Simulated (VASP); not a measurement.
A run of VASP 6.6.1 is set up as follows.

Contents of INCAR:

```
SYSTEM = Si
ALGO     = Normal         ! electronic algorithm
EDIFF    = 1E-6           ! SCF threshold, eV
ENCUT    = 500            ! plane-wave cutoff, eV
GGA      = LIBXC          ! functional
GGA_COMPAT= .FALSE.      
ISIF     = 2              ! what is computed and relaxed
ISMEAR   = 0              ! smearing method
LASPH    = .TRUE.         ! aspherical terms in the spheres
LCHARG   = .FALSE.        ! write CHGCAR
LIBXC1   = GGA_X_B88    
LIBXC2   = GGA_C_PBE_SOL
LREAL    = .FALSE.        ! projectors in reciprocal space
LWAVE    = .FALSE.        ! write WAVECAR
NBANDS   = 8              ! bands
NELM     = 120            ! most SCF steps
PREC     = Accurate       ! precision mode
SIGMA    = 0.01           ! smearing width, eV
```

Contents of KPOINTS:

```
k-points
0
G
  15 15 14
  0 0 0
```

The input POSCAR:

```
Si
1.0
    2.5602538135      0.0000000000      0.0000000000
   -1.2801269067      2.2172446447      0.0000000000
    0.0000000000      0.0000000000      2.4042272653
Si
1
Direct
    0.0000000000      0.0000000000      0.0000000000
```

Potentials or basis: VASP PAW PBE potentials, release 64 (Si).

Launch:

```bash
$ cat potpaw_PBE.64/Si/POTCAR > POTCAR
$ mpirun -np 1 vasp_std > vasp.out
```

Problem. Predict the band gap on the k mesh.

Solution. Zero (bands 2 and 3 overlap by 12.45 eV).

Problem. Estimate the pressure.

Solution. 16.6 GPa.

Stress tensor (GPa, compression positive):
```
17.56  0.00  0.00
 0.00 17.56  0.00
 0.00  0.00 14.81
```

Caveat: the cell stands under pressure; the PAW data sets were made with another functional, which shifts forces and pressure a little.
